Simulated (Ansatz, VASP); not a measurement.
**One calculation of SiO2, two programs**

File INCAR:

```
  PREC = Accurate
  ENCUT = 520
  EDIFF = 1E-8
  ISMEAR = 0
  SIGMA = 0.01
  LREAL = F
  LASPH = T
  NELM = 120
  ALGO = Normal
  ISIF = 2
  LWAVE = F
  LCHARG = F
  GGA = PE
  LEFG = T
  NBANDS = 82
  GGA_COMPAT = F
```

Contents of KPOINTS:

```
Automatic mesh
0
Gamma
  3 3 3
```

File POSCAR:

```
SiO2
1.0
    0.0000000000      4.9820000000      6.9630000000
    4.9820000000      0.0000000000      6.9630000000
    4.9820000000      4.9820000000      0.0000000000
Si O
8 16
Direct
    0.0000000000      0.0000000000      0.3039018416
    0.5000000000      0.5000000000      0.8039018416
    0.4289018416      0.8210981584      0.3750000000
    0.9289018416      0.3210981584      0.8750000000
    0.2500000000      0.2500000000      0.4460981584
    0.7500000000      0.7500000000      0.9460981584
    0.0710981584      0.6789018416      0.1250000000
    0.5710981584      0.1789018416      0.6250000000
    0.0301901651      0.1535459488      0.0837727451
    0.5301901651      0.6535459488      0.5837727451
    0.3925088589      0.0412272549      0.3448098349
    0.8925088589      0.5412272549      0.8448098349
    0.4035459488      0.2801901651      0.4824911411
    0.9035459488      0.7801901651      0.9824911411
    0.2912272549      0.6425088589      0.9714540512
    0.7912272549      0.1425088589      0.4714540512
    0.1074911411      0.4587727451      0.2785459488
    0.6074911411      0.9587727451      0.7785459488
    0.0964540512      0.2198098349      0.6662272549
    0.5964540512      0.7198098349      0.1662272549
    0.2087727451      0.8574911411      0.4051901651
    0.7087727451      0.3574911411      0.9051901651
    0.4698098349      0.3464540512      0.7675088589
    0.9698098349      0.8464540512      0.2675088589
```

Input for Ansatz:

```yaml
crystal:
  lattice:
    - [0.0, 4.982, 6.963]
    - [4.982, 0.0, 6.963]
    - [4.982, 4.982, 0.0]
  atoms:
    - { symbol: Si, position: [0.0, 0.0, 0.3039018416] }
    - { symbol: Si, position: [0.5, 0.5, 0.8039018416] }
    - { symbol: Si, position: [0.4289018416, 0.8210981584, 0.375] }
    - { symbol: Si, position: [0.9289018416, 0.3210981584, 0.875] }
    - { symbol: Si, position: [0.25, 0.25, 0.4460981584] }
    - { symbol: Si, position: [0.75, 0.75, 0.9460981584] }
    - { symbol: Si, position: [0.0710981584, 0.6789018416, 0.125] }
    - { symbol: Si, position: [0.5710981584, 0.1789018416, 0.625] }
    - { symbol: O, position: [0.0301901651, 0.1535459488, 0.0837727451] }
    - { symbol: O, position: [0.5301901651, 0.6535459488, 0.5837727451] }
    - { symbol: O, position: [0.3925088589, 0.0412272549, 0.3448098349] }
    - { symbol: O, position: [0.8925088589, 0.5412272549, 0.8448098349] }
    - { symbol: O, position: [0.4035459488, 0.2801901651, 0.4824911411] }
    - { symbol: O, position: [0.9035459488, 0.7801901651, 0.9824911411] }
    - { symbol: O, position: [0.2912272549, 0.6425088589, 0.9714540512] }
    - { symbol: O, position: [0.7912272549, 0.1425088589, 0.4714540512] }
    - { symbol: O, position: [0.1074911411, 0.4587727451, 0.2785459488] }
    - { symbol: O, position: [0.6074911411, 0.9587727451, 0.7785459488] }
    - { symbol: O, position: [0.0964540512, 0.2198098349, 0.6662272549] }
    - { symbol: O, position: [0.5964540512, 0.7198098349, 0.1662272549] }
    - { symbol: O, position: [0.2087727451, 0.8574911411, 0.4051901651] }
    - { symbol: O, position: [0.7087727451, 0.3574911411, 0.9051901651] }
    - { symbol: O, position: [0.4698098349, 0.3464540512, 0.7675088589] }
    - { symbol: O, position: [0.9698098349, 0.8464540512, 0.2675088589] }
kpoints:
  mp_grid: { grid: [3, 3, 3] }
scf:
  occupations: { method: fixed }
hamiltonian:
  xc: pbe
  pseudopotentials: { kind: paw }
output:
  forces: true
  efg: { quadrupole_moments_barn: { O: -0.02558 }, contact_densities: true }
  core_levels:
    shells: { Si: "2p", O: "1s" }
    counted_from: valence_top
    eps_inf: [2.311, 2.311, 2.301]
    add_spin: false
```

Alike in both runs: task electric field gradients; functional PBE; k mesh 3 × 3 × 3; no spin polarisation.

|  | VASP | Ansatz |
| --- | --- | --- |
| version | VASP 6.6.1 | Ansatz 0.2.0 |
| potentials or method | VASP PAW PBE potentials, release 64 (Si, O) | plane-wave PAW, scalar-relativistic |
| plane-wave cutoff (eV) | 520 | 420 |
| occupations | gaussian, width 0.01 eV | fixed |
| valence electrons in the cell | 128 | 128 |

|  | VASP | Ansatz | Ansatz less VASP |
| --- | --- | --- | --- |
| gap on the k mesh at the Fermi level (eV) | 5.61 | 5.61 | 0.000 |
| rms of the force components (eV/Å) | 0.010 | 0.003 | -0.0072 |
| size of Vzz on the site where it differs most (V/Å²) | 91.1 | 95.0 | +3.94 |

Atom by atom the forces differ by 0.008 eV/Å (rms over components).
